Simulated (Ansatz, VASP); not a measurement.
## Au in VASP and in Ansatz

File POSCAR:

```
Au
1.0
   -1.5558035833      1.5558035833      1.6376879824
    1.5558035833     -1.5558035833      1.6376879824
    1.5558035833      1.5558035833     -1.6376879824
Au
1
Direct
    0.0000000000      0.0000000000      0.0000000000
```

Contents of INCAR.step1:

```
PREC = Accurate
ENCUT = 520
ISMEAR = 0
SIGMA = 0.15
LREAL = False
LASPH = True
NELM = 100
NBANDS = 12
GGA = PE
ALGO = Normal
EDIFF = 1E-4
LWAVE = True
LCHARG = False
```

File INCAR.step2:

```
PREC = Accurate
ENCUT = 520
EDIFF = 1E-6
ISMEAR = 0
SIGMA = 0.15
LREAL = False
LASPH = True
NELM = 100
ALGO = Normal
ISIF = 2
LWAVE = False
LCHARG = True
METAGGA = R2SCAN
LMIXTAU = True
LELF = True
LVHAR = True
NBANDS = 12
ISTART = 1
```

File KPOINTS:

```
Automatic mesh
0
Gamma
  26 26 26
```

Input for Ansatz:

```yaml
crystal:
  lattice:
    - [-1.5558035833, 1.5558035833, 1.6376879824]
    - [1.5558035833, -1.5558035833, 1.6376879824]
    - [1.5558035833, 1.5558035833, -1.6376879824]
  atoms:
    - { symbol: Au, position: [0.0, 0.0, 0.0] }
basis:
  ecutwfc: 500
kpoints:
  mp_grid: { grid: [26, 26, 26] }
hamiltonian:
  xc: r2scan
scf:
  occupations: { method: gaussian, width: 0.15 }
output:
  forces: true
  stress: true
  eigenvalues: true
```

Change from the starting cell: strain -0.050 along x and y, +0.000 along z, atoms carried along.

Alike in both runs: task single point; functional r2SCAN; k mesh 26 × 26 × 26; occupations gaussian, width 0.15 eV; no spin polarisation.

```csv
,VASP,Ansatz
version,VASP 6.6.1,Ansatz 0.2.0
potentials or method,"VASP PAW PBE potentials, release 64 (Au), cutoff 520 eV","scalar-relativistic, plane waves, PAW"
valence electrons in the cell,11,19
```

VASP gave:

| Item | Value |
| --- | --- |
| gap on the k mesh at the Fermi level (eV) | none |
| pressure (GPa) | 22.0 |
| traceless stress, the component that is largest in VASP (GPa) | 0.22 |

Problem. Estimate Ansatz's values.

Solution. gap on the k mesh at the Fermi level (eV): none; pressure (GPa): 21.5; traceless stress, the component that is largest in VASP (GPa): 0.20.

VASP's potentials were made for PBE, not for r2SCAN. A gap of «none» marks a metal or a gap that the smearing closes. With one functional, cell and mesh, what is left measures potentials, basis and numerics. VASP's potentials hold 11 valence electrons a cell and Ansatz's 19, so a difference there can come from the potentials and not from the codes.

Neither program's run includes spin-orbit coupling.
